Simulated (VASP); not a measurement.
Set up this calculation in VASP 6.6.1, as the native input.

```yaml
Task: single point
Functional: PBEsol
Potentials_or_basis: VASP PAW PBE potentials, release 64 (Co, O)
Cutoff: 520 eV
k_mesh: 10 × 10 × 10
Occupations: fermi-dirac, width 0.05 eV
Spin: collinear spin, ferromagnetic start
Starting_moments: "[2.0, 0.0] μB"
Hubbard_terms: Co d U = 1.0 eV
Dipole_correction: no
k_mesh_for_the_DOS: 15 × 15 × 15
Occupations_for_the_DOS: tetrahedron
Further_INCAR_settings: ALGO = Normal; EDIFF = 1e-07
```

CoO:

```
Co O
1.0
     1.60222    0.92504    2.56647
    -1.60222    0.92504    2.56647
     0.00000   -1.85008    2.56647
Co O
1 1
Direct
  0.99898 0.99898 0.99898
  0.75102 0.75102 0.75102
```

One way to write it, as run:

POSCAR

```
CoO
1.0
    1.6022198417      0.9250420569      2.5664708903
   -1.6022198417      0.9250420569      2.5664708903
    0.0000000000     -1.8500841138      2.5664708903
Co O
1 1
Direct
    0.9989783200      0.9989783200      0.9989783200
    0.7510210300      0.7510210300      0.7510210300
```

INCAR.step1

```
PREC     = Accurate       # precision mode
ENCUT    = 520            # plane-wave cutoff, eV
EDIFF    = 1E-7           # SCF threshold, eV
ISMEAR   = -1             # smearing method
SIGMA    = 0.05           # smearing width, eV
LREAL    = F              # projectors in reciprocal space
LASPH    = T              # aspherical terms in the spheres
NELM     = 150            # most SCF steps
ALGO     = Normal         # electronic algorithm
ISIF     = 2              # what is computed and relaxed
LWAVE    = F              # write WAVECAR
LCHARG   = T              # write CHGCAR
ISPIN    = 2              # spin polarisation
MAGMOM   = 2 0            # initial moments
LMAXMIX  = 4              # l up to which the mixer works
LDAU     = T              # DFT+U
LDAUTYPE = 2            
LDAUL    = 2 -1           # shell
LDAUU    = 1 0            # U, eV
LDAUJ    = 0 0          
LDAUPRINT= 1            
GGA      = PS             # functional
NBANDS   = 18             # bands
```

KPOINTS.step1

```
Automatic mesh
0
Gamma
  10 10 10
```

INCAR.step2

```
PREC     = Accurate       # precision mode
ENCUT    = 520            # plane-wave cutoff, eV
EDIFF    = 1E-7           # SCF threshold, eV
ISMEAR   = -5             # smearing method
SIGMA    = 0.05           # smearing width, eV
LREAL    = F              # projectors in reciprocal space
LASPH    = T              # aspherical terms in the spheres
NELM     = 150            # most SCF steps
ALGO     = Normal         # electronic algorithm
ISIF     = 2              # what is computed and relaxed
LWAVE    = F              # write WAVECAR
LCHARG   = F              # write CHGCAR
ISPIN    = 2              # spin polarisation
MAGMOM   = 2 0            # initial moments
LORBIT   = 11             # projections on sites
LMAXMIX  = 4              # l up to which the mixer works
LDAU     = T              # DFT+U
LDAUTYPE = 2            
LDAUL    = 2 -1           # shell
LDAUU    = 1 0            # U, eV
LDAUJ    = 0 0          
LDAUPRINT= 1            
GGA      = PS             # functional
NEDOS    = 2001           # points of the DOS
ICHARG   = 11             # starting density
```

KPOINTS.step2

```
Automatic mesh
0
Gamma
  15 15 15
```

Potentials or basis: VASP PAW PBE potentials, release 64 (Co, O).

Launch:

```console
$ cat potpaw_PBE.64/Co/POTCAR potpaw_PBE.64/O/POTCAR > POTCAR
$ cp INCAR.step1 INCAR
$ cp KPOINTS.step1 KPOINTS
$ mpirun -np 1 vasp_std > vasp.out
$ cp INCAR.step2 INCAR
$ cp KPOINTS.step2 KPOINTS
$ mpirun -np 1 vasp_std > vasp.out
```

Results of the run:

```json
{
 "Net moment": "2.85 μB per cell",
 "Site moments": "Co +2.49; O +0.29 μB",
 "Valence electrons inside the program's atomic spheres": "Co 8.02; O 4.98"
}
```

Caveat: a cell with one magnetic atom can't hold antiferromagnetic order, which such compounds often take.

Run time: 3.1 min on 1 thread of Intel Xeon 8259CL, with other jobs on the host, peak memory 0.27 GiB.
